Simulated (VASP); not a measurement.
# Pt (Fm-3m) in VASP: further runs

The runs below take Pt through single point, with r2SCAN.

All numbers are computed with VASP 6.6.1; they aren't measurements. Logs are shortened: lines on timing, memory, paths and dates and some standing lists are left out, and cuts for length are marked.

## Step 1: The cell of the first run

It takes space group Fm-3m (No. 225, cubic). The conventional cell has a = 3.888 Å, b = 3.888 Å, c = 3.888 Å, α = 90.00°, β = 90.00°, γ = 90.00°. Within 3.6 Å of Pt (site symmetry m-3m) lie 12 Pt at 2.75 Å.

## Step 2: Single point, r2SCAN (volume scaled by 0.96)

Input file POSCAR:

```
Pt
1.0
    0.0000000000      1.9439438696      1.9439438696
    1.9439438696      0.0000000000      1.9439438696
    1.9439438696      1.9439438696      0.0000000000
Pt
1
Direct
    0.0000000000      0.0000000000      0.0000000000
```

Input file INCAR.step1:

```
SYSTEM = Pt
ALGO = Normal
EDIFF = 1E-4
ENCUT = 520
GGA = PE
ISMEAR = -1
LASPH = .True.
LCHARG = .False.
LREAL = .False.
LWAVE = .True.
NBANDS = 11
NELM = 80
PREC = Accurate
SIGMA = 0.1
```

Input file INCAR.step2:

```
SYSTEM = Pt
ALGO = Normal
EDIFF = 1E-6
ENCUT = 520
ISIF = 2
ISMEAR = -1
ISTART = 1
LASPH = .True.
LCHARG = .False.
LMIXTAU = .True.
LREAL = .False.
LWAVE = .False.
METAGGA = R2SCAN
NBANDS = 11
NELM = 80
PREC = Accurate
SIGMA = 0.1
```

Input file KPOINTS:

```
k-points
0
Gamma
  22 22 22
  0 0 0
```

Potentials or basis: VASP PAW PBE potentials, release 64 (Pt).

Launch:

```bash
> cat potpaw_PBE.64/Pt/POTCAR > POTCAR
> cp INCAR.step1 INCAR
> mpirun -np 1 vasp_std > vasp.out
> cp INCAR.step2 INCAR
> mpirun -np 1 vasp_std > vasp.out
```

OUTCAR:

```text
SYSTEM = Pt
   EDIFF = 1E-6
   ENCUT = 520
   ISIF = 2
   ISMEAR = -1
   ISTART = 1
   LASPH = .True.
   LREAL = .False.
   METAGGA = R2SCAN
   NELM = 80
   PREC = Accurate

 ion  position               nearest neighbor table
   1  0.000  0.000  0.000-

  LATTYP: Found a face centered cubic cell.
 ALAT       =     3.8878877392

  Lattice vectors:

 A1 = (   0.0000000000,   1.9439438696,   1.9439438696)
 A2 = (   1.9439438696,   0.0000000000,   1.9439438696)
 A3 = (   1.9439438696,   1.9439438696,   0.0000000000)

Analysis of symmetry for initial positions (statically):
=====================================================================
 Subroutine PRICEL returns:
 Original cell was already a primitive cell.

 Routine SETGRP: Setting up the symmetry group for a
 face centered cubic supercell.

 Subroutine GETGRP returns: Found 48 space group operations
 (whereof 48 operations were pure point group operations)
 out of a pool of 48 trial point group operations.

The static configuration has the point symmetry O_h .

Analysis of symmetry for dynamics (positions and initial velocities):
=====================================================================
 Subroutine PRICEL returns:
 Original cell was already a primitive cell.

 Routine SETGRP: Setting up the symmetry group for a
 face centered cubic supercell.

 Subroutine GETGRP returns: Found 48 space group operations
 (whereof 48 operations were pure point group operations)
 out of a pool of 48 trial point group operations.

The dynamic configuration has the point symmetry O_h .

 Subroutine INISYM returns: Found 48 space group operations
 (whereof 48 operations are pure point group operations),
 and found     1 'primitive' translations

----------------------------------------------------------------------------------------

                                     Primitive cell

  volume of cell :      14.6920

  direct lattice vectors                    reciprocal lattice vectors
     0.000000000  1.943943870  1.943943870    -0.257209073  0.257209073  0.257209073
     1.943943870  0.000000000  1.943943870     0.257209073 -0.257209073  0.257209073
     1.943943870  1.943943870  0.000000000     0.257209073  0.257209073 -0.257209073

  length of vectors
     2.749151785  2.749151785  2.749151785     0.445499182  0.445499182  0.445499182

  position of ions in fractional coordinates (direct lattice)
     0.000000000  0.000000000  0.000000000
[... 75 lines left out ...]
   NELM   =     80;   NELMIN=  2; NELMDL=  0     # of ELM steps
   EDIFF  = 0.1E-05   stopping-criterion for ELM
   LREAL  =      F    real-space projection
   EDIFFG = 0.1E-04   stopping-criterion for IOM
   NSW    =      0    number of steps for IOM
   IBRION =     -1    ionic relax: 0-MD 1-quasi-New 2-CG
   NFREE  =      0    steps in history (QN), initial steepest desc. (CG)
   ISIF   =      2    stress and relaxation
   ISYM   =      2    0-nonsym 1-usesym 2-fastsym
   POTIM  = 0.5000    time-step for ionic-motion
   TEBEG  =    0.0;   TEEND  =   0.0 temperature during run
   PSTRESS=    0.0 pullay stress
   NELECT =      10.0000    total number of electrons
   NUPDOWN=      -1.0000    fix difference up-down
   EMIN   =  10.00;   EMAX   =-10.00  energy-range for DOS
   EFERMI =   0.00;   METHOD = LEGACY
   ISMEAR =    -1;   SIGMA  =   0.10  broadening in eV -4-tet -1-fermi 0-gaus
   EFERMI_NEDOS =   21; number of points for ismear=-14 and -15
   IALGO  =     38    algorithm
   IMIX   =      4    mixing-type and parameters
     AMIX     =   0.40;   BMIX     =  1.00
     AMIX_MAG =   1.60;   BMIX_MAG =  1.00
  volume/ion in A,a.u.               =      14.69        99.15
  Fermi-wavevector in a.u.,A,eV,Ry     =   1.440062  2.721322 28.215460  2.073778
  Thomas-Fermi vector in A             =   2.558848
   LORBIT       =      0    0 simple, 1 ext, 2 COOP (PROOUT), +10 PAW based schemes
   METAGGA = R2SCAN    functional components
   LHFCALC =     F    Hartree Fock is set to
   AEXX    =    0.0000 exact exchange contribution
   IVDW    =     0    specifies the selected vdW correction
   LEPSILON=     F    determine dielectric tensor
   LRPA    =     F    only Hartree local field effects (RPA)
 non-spin polarized calculation
  energy-cutoff  :      520.00
  volume of cell :       14.69
 maximum number of plane-waves:       411
   NGX = 11   NGY = 11   NGZ = 11

 number of electron      10.0000000 magnetization

 Free energy of the ion-electron system (eV)
  ---------------------------------------------------
  ext. energy  EPLUGINS =         0.00000000
  ---------------------------------------------------
  free energy    TOTEN  =       -51.50379401 eV

  energy without entropy =      -51.45461001  energy(sigma->0) =      -51.47920201

 E-fermi :  11.5324     XC(G=0): -14.8208

 val. band max:       11.5207943244   @ k =  -0.4545   0.0909   0.0455
 cond. band min:      11.5381720837   @ k =  -0.4545   0.2273   0.0455
 fundamental gap:      0.0173777594
 Fermi energy:        11.5323793982

 k-point     1 :       0.0000    0.0000    0.0000
  band No.  band energies     occupation
      1       0.7202      2.00000
      2       7.4411      2.00000
      3       7.4411      2.00000
      4       7.4411      2.00000
      5       9.7063      2.00000
      6       9.7063      2.00000
      7      26.9281      0.00000
      8      32.2561      0.00000
      9      32.2561      0.00000
     10      32.2561      0.00000
     11      38.2286      0.00000
[... 309 lines left out ...]
 k-point    24 :      -0.4545    0.0455    0.0000
  band No.  band energies     occupation
      1       3.7349      2.00000
      2       7.2946      2.00000
      3       7.3995      2.00000
      4      10.3118      1.99999
      5      11.4532      1.37634
      6      12.2402      0.00169
      7      18.1364      0.00000
      8      26.7544      0.00000
      9      31.3850      0.00000
     10      31.8535      0.00000
     11      41.2250      0.00000

 [... further k-points ...]
[... 5 lines left out ...]
  --------------------------------------------------------------------------------------
  -------------------------------------------------------------------------------------
  Total        1.2280033      1.2280033      1.2280033      0.0000000      0.0000000     -0.0000000
  in kB      133.9149228    133.9149228    133.9149228      0.0000000      0.0000000     -0.0000000
  external PRESSURE =     133.9149228 kB  Pullay stress =       0.0000000 kB

 VOLUME and BASIS-vectors are now :
 -----------------------------------------------------------------------------
  energy-cutoff  :      520.00
  volume of cell :       14.69
      direct lattice vectors                 reciprocal lattice vectors
     0.000000000  1.943943870  1.943943870    -0.257209073  0.257209073  0.257209073
     1.943943870  0.000000000  1.943943870     0.257209073 -0.257209073  0.257209073
     1.943943870  1.943943870  0.000000000     0.257209073  0.257209073 -0.257209073

 POSITION                                       TOTAL-FORCE (eV/Angst)
 -----------------------------------------------------------------------------------
      0.00000      0.00000      0.00000         0.000000      0.000000     -0.000000
 -----------------------------------------------------------------------------------
    total drift:                                0.000000      0.000000      0.000000

  FREE ENERGIE OF THE ION-ELECTRON SYSTEM (eV)
  ---------------------------------------------------
  free  energy   TOTEN  =       -51.5037940094 eV

  energy  without entropy=      -51.4546100085  energy(sigma->0) =      -51.47920201
```

OUTCAR.step1:

```text
SYSTEM = Pt
   EDIFF = 1E-4
   ENCUT = 520
   GGA = PE
   ISMEAR = -1
   LASPH = .True.
   LREAL = .False.
[... 551 lines left out ...]
 -----------------------------------------------------------------------------------
      0.00000      0.00000      0.00000        -0.000000     -0.000000      0.000000
 -----------------------------------------------------------------------------------
    total drift:                                0.000000      0.000000      0.000000

  FREE ENERGIE OF THE ION-ELECTRON SYSTEM (eV)
  ---------------------------------------------------
  free  energy   TOTEN  =        -6.0785464984 eV

  energy  without entropy=       -6.0268987253  energy(sigma->0) =       -6.05272261
```

Wall time 99 s (1 thread of Intel Xeon Platinum 8488C (Sapphire Rapids), shared host); peak memory 0.17 GiB.

Results:

```yaml
Free_energy: -51.5038 eV
Pressure: 13.4 GPa
Band_gap_on_the_k_mesh: zero (band 5 reaches 12.09 eV, above the bottom of band 6 at 9.59 eV)
```

Caveat: the PAW data sets were made with another functional, which shifts forces and pressure a little; spin-orbit coupling is left out, which moves the levels of the heavy elements.

[end of part 1 of 2]
